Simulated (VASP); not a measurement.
Write the native input for VASP 6.6.1 that does the following.

| Quantity | Value |
| --- | --- |
| Task | single point |
| Functional | PBE |
| Potentials or basis | VASP PAW PBE potentials, release 64 (W_sv) |
| Cutoff | 520 eV |
| k mesh | 11 × 11 × 11 |
| Occupations | fermi-dirac, width 0.05 eV |
| Spin | no spin polarisation |
| Dipole correction | no |
| Further INCAR settings | ALGO = Normal; EDIFF = 1e-06; NBANDS = 13 |

The structure of W lies in POSCAR:

```
W
1.0
    0.0000000000      2.0025642044      2.0025642044
    2.0025642044      0.0000000000      2.0025642044
    2.0025642044      2.0025642044      0.0000000000
W
1
Direct
    0.0000000000      0.0000000000      0.0000000000
```

The input as run:

INCAR

```
SYSTEM = W
ALGO = Normal
EDIFF = 1E-6
ENCUT = 520
GGA = PE
ISIF = 2
ISMEAR = -1
LASPH = .TRUE.
LCHARG = .FALSE.
LREAL = .FALSE.
LWAVE = .FALSE.
NBANDS = 13
NELM = 60
PREC = Accurate
SIGMA = 0.05
```

KPOINTS

```
k-points
0
G
  11 11 11
  0 0 0
```

Potentials or basis: VASP PAW PBE potentials, release 64 (W_sv).

The run is started by

```console
$ cat potpaw_PBE.64/W_sv/POTCAR > POTCAR
$ mpirun -np 1 vasp_std > vasp.out
```

Results of the run:

The pressure is 7.8 GPa and the band gap on the k mesh is zero (band 7 reaches 13.56 eV, above the bottom of band 8 at 10.20 eV).

Caveat: spin-orbit coupling is left out, which moves the levels of the heavy elements.

Run time: 5.6 s on 1 thread of Intel(R) Xeon(R) 6975P-C (Granite Rapids), with other jobs on the host, peak memory 0.13 GiB.
